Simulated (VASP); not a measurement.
# ScIn3Rh (P6/mmm) in VASP: further runs

Runs on ScIn3Rh. Level: PBE. Tasks: single point.

All numbers are computed with VASP 6.6.1; they aren't measurements. Logs are shortened: lines on timing, memory, paths and dates and some standing lists are left out, and cuts for length are marked.

## 1. The cell of the first run

Symmetry: P6/mmm, No. 191, hexagonal system. The conventional cell has a = 5.831 Å, b = 5.831 Å, c = 4.533 Å, α = 90.00°, β = 90.00°, γ = 120.00°. Within 3.0 Å of Sc (site symmetry 6/mmm) lie 2 Rh at 2.27 Å. In (site symmetry mmm) has 2 Rh at 2.92 Å and 4 In at 2.92 Å and 4 Sc at 3.69 Å within 3.8 Å. Within 3.0 Å of Rh (site symmetry 6/mmm) lie 2 Sc at 2.27 Å and 6 In at 2.92 Å.

The cell was generated, and may not be a known phase.

## 2. Single point, PBE

INCAR

```
PREC = Accurate ; ENCUT = 500
EDIFF = 1E-6 ; ISMEAR = 0
SIGMA = 0.1 ; LREAL = F
LASPH = T ; NELM = 120
ALGO = Normal ; ISIF = 2
LWAVE = F ; LCHARG = T
GGA = PE ; LELF = T
LVHAR = T ; NBANDS = 40
GGA_COMPAT = F
```

KPOINTS

```
Automatic mesh
0
Gamma
  3 3 4
```

POSCAR

```
ScIn3Rh
1.0
    5.8306651800      0.0000000000      0.0000000000
   -2.9153325900      5.0495041700      0.0000000000
    0.0000000000      0.0000000000      4.5326606600
Sc In Rh
1 3 1
Direct
    0.0000000000      0.0000000000      0.5000000000
    0.5000000000      0.0000000000      0.0000000000
    0.0000000000      0.5000000000      0.0000000000
    0.5000000000      0.5000000000      0.0000000000
    0.0000000000      0.0000000000      0.0000000000
```

Potentials or basis: VASP PAW PBE potentials, release 64 (Sc_sv, In_d, Rh_pv).

Command:

```bash
cat potpaw_PBE.64/Sc_sv/POTCAR potpaw_PBE.64/In_d/POTCAR potpaw_PBE.64/Rh_pv/POTCAR > POTCAR
mpirun -np 1 vasp_std > vasp.out
```

OUTCAR:

```text
PREC = Accurate
   ENCUT = 500
   EDIFF = 1E-6
   ISMEAR = 0
   LREAL = F
   LASPH = T
   NELM = 120
   ISIF = 2
   GGA = PE

 ion  position               nearest neighbor table
   1  0.000  0.000  0.500-   5 2.27   5 2.27   2 3.69   2 3.69   2 3.69   2 3.69   4 3.69   3 3.69
                             3 3.69   3 3.69   4 3.69   3 3.69   4 3.69   4 3.69
   2  0.500  0.000  0.000-   5 2.92   5 2.92   3 2.92   4 2.92   4 2.92   3 2.92   1 3.69   1 3.69
                             1 3.69   1 3.69
   3  0.000  0.500  0.000-   4 2.92   4 2.92   5 2.92   5 2.92   2 2.92   2 2.92   1 3.69   1 3.69
                             1 3.69   1 3.69
   4  0.500  0.500  0.000-   3 2.92   3 2.92   5 2.92   2 2.92   2 2.92   5 2.92   1 3.69   1 3.69
                             1 3.69   1 3.69
   5  0.000  0.000  0.000-   1 2.27   1 2.27   2 2.92   2 2.92   3 2.92   3 2.92   4 2.92   4 2.92

  LATTYP: Found a hexagonal cell.
 ALAT       =     5.8306651800
 C/A-ratio  =     0.7773831150

  Lattice vectors:

 A1 = (   5.8306651800,   0.0000000000,   0.0000000000)
 A2 = (  -2.9153325900,   5.0495041700,   0.0000000000)
 A3 = (   0.0000000000,   0.0000000000,   4.5326606600)

Analysis of symmetry for initial positions (statically):
=====================================================================
 Subroutine PRICEL returns:
 Original cell was already a primitive cell.

 Routine SETGRP: Setting up the symmetry group for a
 hexagonal supercell.

 Subroutine GETGRP returns: Found 24 space group operations
 (whereof 24 operations were pure point group operations)
 out of a pool of 24 trial point group operations.

The static configuration has the point symmetry D_6h.

Analysis of symmetry for dynamics (positions and initial velocities):
=====================================================================
 Subroutine PRICEL returns:
 Original cell was already a primitive cell.

 Routine SETGRP: Setting up the symmetry group for a
 hexagonal supercell.

 Subroutine GETGRP returns: Found 24 space group operations
 (whereof 24 operations were pure point group operations)
 out of a pool of 24 trial point group operations.

The dynamic configuration has the point symmetry D_6h.

 Subroutine INISYM returns: Found 24 space group operations
 (whereof 24 operations are pure point group operations),
 and found     1 'primitive' translations

----------------------------------------------------------------------------------------

                                     Primitive cell

  volume of cell :     133.4505

  direct lattice vectors                    reciprocal lattice vectors
     5.830665180  0.000000000  0.000000000     0.171507018  0.099019623  0.000000000
    -2.915332590  5.049504170  0.000000000     0.000000000  0.198039246  0.000000000
     0.000000000  0.000000000  4.532660660     0.000000000  0.000000000  0.220620972

  length of vectors
     5.830665180  5.830665183  4.532660660     0.198039246  0.198039246  0.220620972

  position of ions in fractional coordinates (direct lattice)
     0.000000000  0.000000000  0.500000000
     0.500000000  0.000000000  0.000000000
     1.000000000  0.500000000  0.000000000
     0.500000000  0.500000000  0.000000000
     0.000000000  0.000000000  0.000000000

  ion indices of the primitive-cell ions
   primitive index   ion index
                 1           1
                 2           2
                 3           3
                 4           4
                 5           5

----------------------------------------------------------------------------------------

 KPOINTS: Automatic mesh

Automatic generation of k-mesh.
 Grid dimensions read from file:
 generate k-points for:    3    3    4

 Generating k-lattice:

  Cartesian coordinates                     Fractional coordinates (reciprocal lattice)
     0.057169006  0.033006541  0.000000000     0.333333333  0.000000000  0.000000000
     0.000000000  0.066013082  0.000000000     0.000000000  0.333333333  0.000000000
     0.000000000  0.000000000  0.055155243     0.000000000  0.000000000  0.250000000

  Length of vectors
     0.066013082  0.066013082  0.055155243

  Shift w.r.t. Gamma in fractional coordinates (k-lattice)
     0.000000000  0.000000000  0.000000000

 Subroutine IBZKPT returns following result:
 ===========================================

 Found      9 irreducible k-points:

 Following reciprocal coordinates:
            Coordinates               Weight
  0.000000  0.000000  0.000000      1.000000
  0.333333  0.000000  0.000000      6.000000
  0.333333  0.333333  0.000000      2.000000
  0.000000  0.000000  0.250000      2.000000
  0.333333  0.000000  0.250000     12.000000
  0.333333  0.333333  0.250000      4.000000
  0.000000  0.000000  0.500000      1.000000
  0.333333  0.000000  0.500000      6.000000
  0.333333  0.333333  0.500000      2.000000
   k-points           NKPTS =      9   k-points in BZ     NKDIM =      9   number of bands    NBANDS=     40
   number of dos      NEDOS =    301   number of ions     NIONS =      5
   total plane-waves  NPLWV =  82944
   dimension x,y,z NGX =    48 NGY =   48 NGZ =   36
   dimension x,y,z NGXF=    96 NGYF=   96 NGZF=   72
   ions per type =               1   3   1
   NGX,Y,Z   is equivalent  to a cutoff of  13.69, 13.69, 13.20 a.u.
   NGXF,Y,Z  is equivalent  to a cutoff of  27.37, 27.37, 26.41 a.u.
 SYSTEM =  unknown system
   PREC   = accura    normal or accurate (medium, high low for compatibility)
   ISTART =      0    job   : 0-new  1-cont  2-samecut
   ICHARG =      2    charge: 1-file 2-atom 10-const
   ISPIN  =      1    spin polarized calculation?
   LNONCOLLINEAR =      F non collinear calculations
   LSORBIT =      F    spin-orbit coupling
   LASPH  =      T    aspherical Exc in radial PAW
   ENCUT  =  500.0 eV  36.75 Ry    6.06 a.u.  10.63 10.63  8.26*2*pi/ulx,y,z
   NELM   =    120;   NELMIN=  2; NELMDL= -5     # of ELM steps
   EDIFF  = 0.1E-05   stopping-criterion for ELM
   LREAL  =      F    real-space projection
   EDIFFG = 0.1E-04   stopping-criterion for IOM
   NSW    =      0    number of steps for IOM
   IBRION =     -1    ionic relax: 0-MD 1-quasi-New 2-CG
   NFREE  =      0    steps in history (QN), initial steepest desc. (CG)
   ISIF   =      2    stress and relaxation
   ISYM   =      2    0-nonsym 1-usesym 2-fastsym
   POTIM  = 0.5000    time-step for ionic-motion
   TEBEG  =    0.0;   TEEND  =   0.0 temperature during run
   PSTRESS=    0.0 pullay stress
   NELECT =      65.0000    total number of electrons
   NUPDOWN=      -1.0000    fix difference up-down
   EMIN   =  10.00;   EMAX   =-10.00  energy-range for DOS
   EFERMI =   0.00;   METHOD = LEGACY
   ISMEAR =     0;   SIGMA  =   0.10  broadening in eV -4-tet -1-fermi 0-gaus
   EFERMI_NEDOS =   21; number of points for ismear=-14 and -15
   IALGO  =     38    algorithm
   IMIX   =      4    mixing-type and parameters
     AMIX     =   0.40;   BMIX     =  1.00
     AMIX_MAG =   1.60;   BMIX_MAG =  1.00
  volume/ion in A,a.u.               =      26.69       180.11
  Fermi-wavevector in a.u.,A,eV,Ry     =   1.288069  2.434098 22.573736  1.659123
  Thomas-Fermi vector in A             =   2.420045
   LORBIT       =      0    0 simple, 1 ext, 2 COOP (PROOUT), +10 PAW based schemes
   GGA     = PE    functional components
   LHFCALC =     F    Hartree Fock is set to
   AEXX    =    0.0000 exact exchange contribution
   IVDW    =     0    specifies the selected vdW correction
   LEPSILON=     F    determine dielectric tensor
   LRPA    =     F    only Hartree local field effects (RPA)
 non-spin polarized calculation
 Gauss-broadening in eV      SIGMA  =   0.10
  energy-cutoff  :      500.00
  volume of cell :      133.45
 maximum number of plane-waves:      3425
 NGX is ok and might be reduce to    42
   NGX = 21   NGY = 21   NGZ = 17

 number of electron      65.0000005 magnetization

 Free energy of the ion-electron system (eV)
  ---------------------------------------------------
  ext. energy  EPLUGINS =         0.00000000
  ---------------------------------------------------
  free energy    TOTEN  =       -20.68243527 eV

  energy without entropy =      -20.65473210  energy(sigma->0) =      -20.66858369

 E-fermi :   6.3704     XC(G=0):  -9.7679

 val. band max:        6.2576033477   @ k =   0.3333   0.3333   0.2500
 cond. band min:       6.3739343291   @ k =   0.3333   0.3333   0.5000
 fundamental gap:      0.1163309814
 Fermi energy:         6.3704184544

 k-point     1 :       0.0000    0.0000    0.0000
  band No.  band energies     occupation
      1     -44.2182      2.00000
      2     -41.0162      2.00000
      3     -40.4191      2.00000
      4     -40.4191      2.00000
      5     -22.8621      2.00000
      6     -22.8401      2.00000
[... 32 lines left out ...]
     39       9.2085      0.00000
     40       9.2085      0.00000

 k-point     2 :       0.3333    0.0000    0.0000
  band No.  band energies     occupation
      1     -44.2182      2.00000
      2     -41.0162      2.00000
      3     -40.4194      2.00000
      4     -40.4193      2.00000
      5     -22.8621      2.00000
      6     -22.8403      2.00000
[... 32 lines left out ...]
     39       9.1331      0.00000
     40       9.5699      0.00000

 k-point     3 :       0.3333    0.3333    0.0000
  band No.  band energies     occupation
      1     -44.2182      2.00000
      2     -41.0162      2.00000
      3     -40.4194      2.00000
      4     -40.4194      2.00000
      5     -22.8621      2.00000
      6     -22.8403      2.00000
[... 208 lines left out ...]
  band No.  band energies     occupation
      1     -44.3195      2.00000
      2     -40.8535      2.00000
      3     -40.4191      2.00000
      4     -40.4189      2.00000
      5     -23.1064      2.00000
      6     -22.8483      2.00000
[... 32 lines left out ...]
     39       8.1469      0.00000
     40       8.2550      0.00000

 k-point     9 :       0.3333    0.3333    0.5000
  band No.  band energies     occupation
      1     -44.3195      2.00000
      2     -40.8535      2.00000
      3     -40.4191      2.00000
      4     -40.4191      2.00000
      5     -23.1063      2.00000
      6     -22.8483      2.00000
[... 32 lines left out ...]
     39       7.4249      0.00000
     40       8.6061      0.00000

------------------------ aborting loop because EDIFF is reached ----------------------------------------

  FORCE on cell =-STRESS in cart. coord.  units (eV):
  Direction    XX          YY          ZZ          XY          YZ          ZX
  --------------------------------------------------------------------------------------
  -------------------------------------------------------------------------------------
  Total       -1.0247367     -1.0247367      7.3064666      0.0000000      0.0000000      0.0000000
  in kB      -12.3027672    -12.3027672     87.7198626      0.0000000      0.0000000      0.0000000
  external PRESSURE =      21.0381094 kB  Pullay stress =       0.0000000 kB

 VOLUME and BASIS-vectors are now :
 -----------------------------------------------------------------------------
  energy-cutoff  :      500.00
  volume of cell :      133.45
      direct lattice vectors                 reciprocal lattice vectors
     5.830665180  0.000000000  0.000000000     0.171507018  0.099019623  0.000000000
    -2.915332590  5.049504170  0.000000000     0.000000000  0.198039246  0.000000000
     0.000000000  0.000000000  4.532660660     0.000000000  0.000000000  0.220620972

 POSITION                                       TOTAL-FORCE (eV/Angst)
 -----------------------------------------------------------------------------------
      0.00000      0.00000      2.26633         0.000000      0.000000      0.000000
      2.91533      0.00000      0.00000        -0.000000      0.000000      0.000000
     -1.45767      2.52475      0.00000         0.000000      0.000000      0.000000
      1.45767      2.52475      0.00000         0.000000      0.000000      0.000000
      0.00000      0.00000      0.00000         0.000000      0.000000      0.000000
 -----------------------------------------------------------------------------------
    total drift:                               -0.000000      0.000000      0.000000

  FREE ENERGIE OF THE ION-ELECTRON SYSTEM (eV)
  ---------------------------------------------------
  free  energy   TOTEN  =       -20.6824352729 eV

  energy  without entropy=      -20.6547320971  energy(sigma->0) =      -20.66858369
```

It took 27 s on 1 thread of Intel Xeon 6975P-C (Granite Rapids), shared host; peak memory 0.28 GiB.

Results:

* Free energy: -20.6824 eV
* Pressure: 2.1 GPa
* Band gap on the k mesh: zero (an odd number of electrons rules out a gap without spin polarisation)

Stress tensor (GPa, compression positive):
```
-1.23  0.00  0.00
 0.00 -1.23  0.00
 0.00  0.00  8.77
```

Levels at points of the mesh, in eV from the Fermi level:
```tsv
k point	band 30	band 31	band 32	band 33	band 34	band 35	band 36	band 37
(0.00, 0.00, 0.00)	-2.39	-2.39	-0.74	-0.74	-0.68	0.35	0.75	1.47
(0.00, 0.00, 0.50)	-2.54	-2.54	-2.54	-0.26	-0.26	-0.15	-0.15	0.80
```

Caveat: the k points lie up to 0.41 Å⁻¹ apart, too coarse for converged energies and pressures of a metal; spin-orbit coupling is left out, which moves the levels of the heavy elements.

## 3. Single point, PBE

This run uses another cell than the first one, of 27.76 Å³/atom.

INCAR

```
SYSTEM = ScIn3Rh
PREC     = Accurate       ! precision mode
ENCUT    = 500            ! plane-wave cutoff, eV
EDIFF    = 1E-6           ! SCF threshold, eV
ISMEAR   = 0              ! smearing method
SIGMA    = 0.1            ! smearing width, eV
LREAL    = .False.        ! projectors in reciprocal space
LASPH    = .True.         ! aspherical terms in the spheres
NELM     = 120            ! most SCF steps
ALGO     = Normal         ! electronic algorithm
ISIF     = 2              ! what is computed and relaxed
LWAVE    = .False.        ! write WAVECAR
LCHARG   = .False.        ! write CHGCAR
GGA      = PE             ! functional
NBANDS   = 40             ! bands
GGA_COMPAT= .False.
```

KPOINTS

```
regular mesh
0
Gamma
  3 3 4
  0 0 0
```

POSCAR, as its differences from that of step 2:

```diff
@@ -2,5 +2,5 @@
 1.0
-    5.8306651800      0.0000000000      0.0000000000
-   -2.9153325900      5.0495041700      0.0000000000
-    0.0000000000      0.0000000000      4.5326606600
+    5.7029372639      0.0000000000      0.0000000000
+   -2.8514686319      4.9388885467      0.0000000000
+    0.0000000000      0.0000000000      4.9278260846
 Sc In Rh
```

Potentials or basis: VASP PAW PBE potentials, release 64 (Sc_sv, In_d, Rh_pv).

Command:

```bash
cat potpaw_PBE.64/Sc_sv/POTCAR potpaw_PBE.64/In_d/POTCAR potpaw_PBE.64/Rh_pv/POTCAR > POTCAR
mpirun -np 1 vasp_std > vasp.out
```

Wall time 26 s (1 thread of Intel Xeon 6975P-C (Granite Rapids), shared host); peak memory 0.26 GiB.

Results (log left out):

```
Free energy            : -20.9930 eV
Pressure               : 0.0 GPa
Band gap on the k mesh : zero (an odd number of electrons rules out a gap without spin polarisation)
```

Stress tensor (GPa, compression positive):
```
-0.17  0.00  0.00
 0.00 -0.17  0.00
 0.00  0.00  0.23
```

Levels at points of the mesh, in eV from the Fermi level:
```
           k point  band 29  band 30  band 31  band 32  band 33  band 34  band 35  band 36  band 37  band 38
(0.00, 0.00, 0.00)    -3.23    -2.10    -2.10    -1.34    -0.30    -0.30     0.12     0.81     1.21     1.21
(0.00, 0.00, 0.50)    -2.93    -2.62    -2.33    -2.33    -0.01    -0.01     0.16     0.16     0.25     1.60
```

Caveat: the k points lie up to 0.42 Å⁻¹ apart, too coarse for converged energies and pressures of a metal; spin-orbit coupling is left out, which moves the levels of the heavy elements.

## 4. Single point, PBE

This run uses another cell than the first one, of 27.81 Å³/atom.

INCAR

```
PREC = Accurate
ENCUT = 500
EDIFF = 1E-6
ISMEAR = 0
SIGMA = 0.1
LREAL = False
LASPH = True
NELM = 120
ALGO = Normal
ISIF = 2
LWAVE = False
LCHARG = False
GGA = PE
NBANDS = 40
GGA_COMPAT = False
```

KPOINTS

```
Automatic mesh
0
Gamma
  6 6 4
```

POSCAR, as its differences from that of step 3:

```diff
@@ -2,5 +2,5 @@
 1.0
-    5.7029372639      0.0000000000      0.0000000000
-   -2.8514686319      4.9388885467      0.0000000000
-    0.0000000000      0.0000000000      4.9278260846
+    5.7266653674      0.0000000000      0.0000000000
+   -2.8633326837      4.9594376871      0.0000000000
+    0.0000000000      0.0000000000      4.8951340374
 Sc In Rh
```

Command:

```bash
cat potpaw_PBE.64/Sc_sv/POTCAR potpaw_PBE.64/In_d/POTCAR potpaw_PBE.64/Rh_pv/POTCAR > POTCAR
mpirun -np 1 vasp_std > vasp.out
```

Wall time 52 s (1 thread of Intel Xeon 6975P-C (Granite Rapids), shared host); peak memory 0.31 GiB.

It converged, with:

```yaml
Free_energy: -20.9316 eV
Pressure: -0.1 GPa
Band_gap_on_the_k_mesh: zero (an odd number of electrons rules out a gap without spin polarisation)
```

Stress tensor (GPa, compression positive):
```
-0.18  0.00  0.00
 0.00 -0.18  0.00
 0.00  0.00 -0.04
```

Levels at points of the mesh, in eV from the Fermi level:
| k point | band 29 | band 30 | band 31 | band 32 | band 33 | band 34 | band 35 | band 36 | band 37 | band 38 |
| --- | --- | --- | --- | --- | --- | --- | --- | --- | --- | --- |
| (0.00, 0.00, 0.00) | -3.09 | -2.04 | -2.04 | -1.22 | -0.32 | -0.32 | 0.20 | 0.82 | 1.24 | 1.24 |
| (0.50, 0.00, 0.00) | -3.59 | -3.19 | -1.32 | 0.69 | 0.85 | 0.89 | 0.94 | 1.05 | 1.94 | 2.38 |
| (0.00, 0.00, 0.50) | -2.91 | -2.58 | -2.27 | -2.27 | 0.00 | 0.00 | 0.15 | 0.15 | 0.34 | 1.66 |
| (0.50, 0.00, 0.50) | -3.05 | -2.52 | -1.98 | -1.12 | -0.95 | 0.18 | 0.55 | 0.64 | 0.73 | 0.78 |

Caveat: spin-orbit coupling is left out, which moves the levels of the heavy elements.

## 5. The runs side by side

| cell | k mesh | gap on the mesh (eV) | pressure (GPa) |
| --- | --- | --- | --- |
| a = 5.831, b = 5.831, c = 4.533 Å, angles 90.0, 90.0, 120.0°, 5 atoms | 3 × 3 × 4 | none | 2.1 |
| a = 5.703, b = 5.703, c = 4.928 Å, angles 90.0, 90.0, 120.0°, 5 atoms | 3 × 3 × 4 | none | 0.0 |
| a = 5.727, b = 5.727, c = 4.895 Å, angles 90.0, 90.0, 120.0°, 5 atoms | 6 × 6 × 4 | none | -0.1 |

Alike in all rows: task single point; level PBE; potentials or basis VASP PAW PBE potentials, release 64 (Sc_sv, In_d, Rh_pv); no spin polarisation; cutoff (eV) 500; smearing gaussian 0.1 eV.

Caveats: some runs use coarse meshes; spin-orbit coupling is left out, which moves the levels of the heavy elements.

Total energies depend on the potentials used, so only differences within one code and one set of settings carry meaning.

The gap in the log of VASP goes by the Fermi energy; the results here count the filled bands.